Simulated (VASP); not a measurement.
SrCl2, 6 atoms in the cell. The cell holds a slab with vacuum, 6 atoms: a = 4.920 Å, b = 4.920 Å, c = 23.025 Å, α = 90.00°, β = 90.00°, γ = 120.00°. 

```yaml
Program: VASP 6.6.1
Task: single point
Functional: PBE
Dispersion: D3(BJ)
Potentials_or_basis: VASP PAW PBE potentials, release 64 (Cl, Sr_sv)
Cutoff: 520 eV
k_mesh: 6 × 6 × 1
Occupations: gaussian, width 0.05 eV
Spin: no spin polarisation
Dipole_correction: yes
Further_INCAR_settings: ALGO = Normal; EDIFF = 1e-06; NBANDS = 33
```

Potentials or basis: VASP PAW PBE potentials, release 64 (Cl, Sr_sv).

Launch:

```bash
$ cat potpaw_PBE.64/Cl/POTCAR potpaw_PBE.64/Sr_sv/POTCAR > POTCAR
$ mpirun -np 1 vasp_std > vasp.out
```

Hardware: 1 thread of Intel(R) Xeon(R) Platinum 8124M CPU @ 3.00GHz (Skylake/Cascade Lake) (shared host).

**Question.** Estimate the wall time of this run.

**Answer.** Wall time 3.7 min on 1 thread of Intel(R) Xeon(R) Platinum 8124M CPU @ 3.00GHz (Skylake/Cascade Lake) (shared host), peak memory 0.65 GiB. Counts: scf iterations 26, k points 7.
